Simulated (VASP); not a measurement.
# Ca (Im-3m) in VASP: a series of runs, part 2 of 2

VASP 6.6.1. Earlier steps stand in the parts before.

**3. Relaxation of cell and atoms, PBEsol**

This run uses another cell than the first one, of 44.96 Å³/atom, 1.113 times its volume.

Input file INCAR:

```
SYSTEM = Ca
PREC = Accurate
ENCUT = 600
EDIFF = 1E-7
ISMEAR = 0
SIGMA = 0.1
LREAL = .FALSE.
LASPH = .TRUE.
NELM = 100
ALGO = Normal
ISIF = 3
LWAVE = .FALSE.
LCHARG = .FALSE.
GGA = PS
IBRION = 2
NSW = 100
EDIFFG = -0.005
```

Input file KPOINTS:

```
regular mesh
0
G
  14 14 14
  0 0 0
```

Input file POSCAR:

```
Ca
1.0
   -2.2400000000      2.2400000000      2.2400000000
    2.2400000000     -2.2400000000      2.2400000000
    2.2400000000      2.2400000000     -2.2400000000
Ca
1
Direct
    0.0000000000      0.0000000000      0.0000000000
```

Potentials or basis: VASP PAW PBE potentials, release 64 (Ca_sv).

Started as:

```bash
$ cat potpaw_PBE.64/Ca_sv/POTCAR > POTCAR
$ mpirun -np 1 vasp_std > vasp.out
```

OUTCAR:

```text
SYSTEM = Ca
   PREC = Accurate
   ENCUT = 600
   EDIFF = 1E-7
   ISMEAR = 0
   LREAL = .FALSE.
   LASPH = .TRUE.
   NELM = 100
   ISIF = 3
   GGA = PS
   IBRION = 2
   NSW = 100
   EDIFFG = -0.005

 ion  position               nearest neighbor table
   1  0.000  0.000  0.000-

  LATTYP: Found a body centered cubic cell.
 ALAT       =     4.4800000000

  Lattice vectors:

 A1 = (  -2.2400000000,   2.2400000000,   2.2400000000)
 A2 = (   2.2400000000,  -2.2400000000,   2.2400000000)
 A3 = (   2.2400000000,   2.2400000000,  -2.2400000000)

Analysis of symmetry for initial positions (statically):
=====================================================================
[... 290 lines left out ...]
 fundamental gap:      0.0061830215
 Fermi energy:         2.1201593195

 k-point     1 :       0.0000    0.0000    0.0000
  band No.  band energies     occupation
      1     -39.6696      2.00000
      2     -20.6548      2.00000
      3     -20.6548      2.00000
      4     -20.6548      2.00000
      5      -2.0462      2.00000
      6       4.4523      0.00000
      7       4.4523      0.00000
      8       4.4523      0.00000
      9       5.5681      0.00000
[... 265 lines left out ...]
 k-point    24 :       0.3571    0.2857    0.0000
  band No.  band energies     occupation
      1     -39.6488      2.00000
      2     -20.7819      2.00000
      3     -20.7562      2.00000
      4     -20.6752      2.00000
      5       2.1247      0.94877
      6       2.2224      0.14809
      7       2.7364      0.00000
      8       5.6042      0.00000
      9       5.7682      0.00000

 [... further k-points ...]

------------------------ aborting loop because EDIFF is reached ----------------------------------------

  FORCE on cell =-STRESS in cart. coord.  units (eV):
  Direction    XX          YY          ZZ          XY          YZ          ZX
  --------------------------------------------------------------------------------------
  -------------------------------------------------------------------------------------
  Total        0.0006055      0.0006055      0.0006055     -0.0000000     -0.0000000      0.0000000
  in kB        0.0239797      0.0239797      0.0239797     -0.0000000     -0.0000000      0.0000000
  external PRESSURE =       0.0239797 kB  Pullay stress =       0.0000000 kB
[... 16 lines left out ...]
  FREE ENERGIE OF THE ION-ELECTRON SYSTEM (eV)
  ---------------------------------------------------
  free  energy   TOTEN  =        -2.1216118958 eV

  energy  without entropy=       -2.1134226831  energy(sigma->0) =       -2.11751729

 reached required accuracy - stopping structural energy minimisation
```

Wall time 56 s (1 thread of Intel Xeon 6975P-C (Granite Rapids), shared host); peak memory 0.22 GiB.

Results:

```yaml
Free_energy: -2.1216 eV
Relaxed_volume: 40.45 Å³/atom
Relaxed_cell: a = 3.746 Å, b = 3.746 Å, c = 3.746 Å, α = 109.47°, β = 109.47°, γ = 109.47°
Space_group_after_relaxing_to_0.05_Å: Im-3m (No. 229)
Energy_gained_by_relaxing: 22.7 meV/atom
Ionic_steps: 4
Pressure_after_relaxing: 0.0 GPa
Band_gap_on_the_k_mesh: zero (band 5 reaches 2.35 eV, above the bottom of band 6 at 2.09 eV)
```

The path:
```
step  energy change (eV)  largest force (eV/Å)  pressure (GPa)  volume (Å³)
   1              0.0000                0.0000           -1.52        44.96
   2             -0.0188                0.0000           -0.67        42.25
   3             -0.0226                0.0000           -0.07        40.63
   4             -0.0227                0.0000            0.00        40.45
```

Final structure:
```yaml
crystal:
  lattice:
    - [-2.16254, 2.16254, 2.16254]
    - [2.16254, -2.16254, 2.16254]
    - [2.16254, 2.16254, -2.16254]
  atoms:
    - { symbol: Ca, position: [0.00000, 0.00000, 0.00000] }
```

Levels at points of the mesh, in eV from the Fermi level:
| k point | band 3 | band 4 | band 5 | band 6 | band 7 | band 8 |
| --- | --- | --- | --- | --- | --- | --- |
| (0.00, 0.00, 0.00) | -22.77 | -22.77 | -4.17 | 2.33 | 2.33 | 2.33 |
| (0.50, 0.00, 0.00) | -22.83 | -22.77 | -0.95 | 0.01 | 1.32 | 3.35 |
| (0.50, 0.50, 0.50) | -22.89 | -22.89 | -0.01 | -0.01 | 4.07 | 4.07 |

Caveat: the PAW data sets were made with another functional, which shifts forces and pressure a little; the volume moved by -10 % from the deposited cell, more than functionals usually miss.

**4. Relaxation of cell and atoms, PBEsol**

Input file INCAR:

```
SYSTEM = Ca
  PREC = Accurate
  ENCUT = 600
  EDIFF = 1E-6
  ISMEAR = 0
  SIGMA = 0.1
  LREAL = .FALSE.
  LASPH = .TRUE.
  NELM = 100
  ALGO = Normal
  ISIF = 3
  LWAVE = .FALSE.
  LCHARG = .FALSE.
  GGA = PS
  IBRION = 2
  NSW = 100
  EDIFFG = -0.005
```

Input file KPOINTS:

```
Automatic mesh
0
G
  14 14 14
  0 0 0
```

Input file POSCAR:

```
Ca
1.0
   -2.1615068465      2.1615068465      2.1615068465
    2.1615068465     -2.1615068465      2.1615068465
    2.1615068465      2.1615068465     -2.1615068465
Ca
1
Direct
    0.0000000000      0.0000000000      0.0000000000
```

Started as:

```bash
$ cat potpaw_PBE.64/Ca_sv/POTCAR > POTCAR
$ mpirun -np 1 vasp_std > vasp.out
```

It took 18 s on 1 thread of Intel Xeon 6975P-C (Granite Rapids), shared host; peak memory 0.2 GiB.

Results (log left out):

- Free energy: -2.1214 eV
- Pressure after relaxing: 0.0 GPa
- Band gap on the k mesh: zero (band 5 reaches 2.36 eV, above the bottom of band 6 at 2.09 eV)

Final structure:
```yaml
crystal:
  lattice:
    - [-2.16151, 2.16151, 2.16151]
    - [2.16151, -2.16151, 2.16151]
    - [2.16151, 2.16151, -2.16151]
  atoms:
    - { symbol: Ca, position: [0.00000, 0.00000, 0.00000] }
```

Levels at points of the mesh, in eV from the Fermi level:
| k point | band 3 | band 4 | band 5 | band 6 | band 7 | band 8 |
| --- | --- | --- | --- | --- | --- | --- |
| (0.00, 0.00, 0.00) | -22.77 | -22.77 | -4.17 | 2.33 | 2.33 | 2.33 |
| (0.50, 0.00, 0.00) | -22.83 | -22.77 | -0.95 | 0.01 | 1.32 | 3.35 |
| (0.50, 0.50, 0.50) | -22.89 | -22.89 | -0.02 | -0.02 | 4.08 | 4.08 |

Caveat: the relaxation stopped at its first step, so nothing moved; the PAW data sets were made with another functional, which shifts forces and pressure a little.

**5. The runs side by side**

| task | cell | cutoff (eV) | gap on the mesh (eV) | pressure (GPa) |
| --- | --- | --- | --- | --- |
| single point | a = 3.744 Å, angles 109.5°, 1 atom | 520 | none | 0.0 |
| relaxation of cell and atoms | relaxed from a = 3.880 Å, angles 109.5°, 1 atom | 600 | none | 0.0 |
| relaxation of cell and atoms | relaxed from a = 3.744 Å, angles 109.5°, 1 atom | 600 | none | 0.0 |

Alike in all rows: level PBEsol; potentials or basis VASP PAW PBE potentials, release 64 (Ca_sv); no spin polarisation; k mesh 14 × 14 × 14; smearing gaussian 0.1 eV.

Caveats: the PAW data sets were made with another functional, which shifts forces and pressure a little; the volume moved by -10 % from the deposited cell, more than functionals usually miss (some runs); the relaxation stopped at its first step, so nothing moved (some runs).

Total energies depend on the potentials used, so only differences within one code and one set of settings carry meaning.
